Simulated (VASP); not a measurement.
## C: single point with PBE+D3(BJ)

C:

```xyz
2
Lattice="0.0000 2.1357 3.4894 1.2335 0.0000 3.4894 1.2335 2.1357 0.0000" Properties=species:S:1:pos:R:3 pbc="T T T"
C     1.2335    0.7120    3.4894
C     1.2335    3.5594    3.4894
```

* Program: VASP 6.6.1
* Task: single point
* Functional: PBE
* Dispersion: D3(BJ)
* Potentials or basis: VASP PAW PBE potentials, release 64 (C)
* Cutoff: 520 eV
* k mesh: 18 × 18 × 18
* Occupations: gaussian, width 0.02 eV
* Spin: no spin polarisation

| Property | Result |
| --- | --- |
| Pressure | -0.3 GPa |
| Dispersion energy per atom | -0.149 eV |

Stress tensor (GPa, compression positive):
```
-0.08  0.00  0.00
 0.00 -0.08  0.00
 0.00  0.00 -0.84
```

Wall time 99 s on 1 thread of Intel(R) Xeon(R) 6975P-C (Granite Rapids) (shared host), peak memory 0.26 GiB.
